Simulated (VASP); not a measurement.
Wanted: the native input for a VASP 6.6.1 run.

```
Task                   : single point
Functional             : LDA
Potentials or basis    : VASP PAW LDA potentials, release 64 (Re)
Cutoff                 : 520 eV
k mesh                 : 10 × 10 × 5
Occupations            : methfessel-paxton, width 0.1 eV
Spin                   : no spin polarisation
Dipole correction      : no
Further INCAR settings : ALGO = Normal; EDIFF = 1e-06; NBANDS = 10
```

The structure of Re lies in POSCAR:

```
Re
1.0
    2.7482180000      0.0000000000      0.0000000000
   -1.3741090000      2.3800270000      0.0000000000
    0.0000000000      0.0000000000      4.4940660000
Re
1
Direct
    0.3333333333      0.6666666667      0.5000000000
```

The input as run:

INCAR

```
SYSTEM = Re
  PREC = Accurate
  ENCUT = 520
  EDIFF = 1E-6
  ISMEAR = 1
  SIGMA = 0.1
  LREAL = .FALSE.
  LASPH = .TRUE.
  NELM = 80
  ALGO = Normal
  ISIF = 2
  LWAVE = .FALSE.
  LCHARG = .TRUE.
  GGA = CA
  LELF = .TRUE.
  LVHAR = .TRUE.
  NBANDS = 10
```

KPOINTS

```
Automatic mesh
0
G
  10 10 5
  0 0 0
```

Potentials or basis: VASP PAW LDA potentials, release 64 (Re).

Run with:

```bash
$ cat potpaw_LDA.64/Re/POTCAR > POTCAR
$ mpirun -np 1 vasp_std > vasp.out
```

It gave:

| Quantity | Value |
| --- | --- |
| Pressure | -26.6 GPa |

It took 18 s on 1 thread of Intel Xeon 6975P-C, on a shared host, peak memory 0.13 GiB.
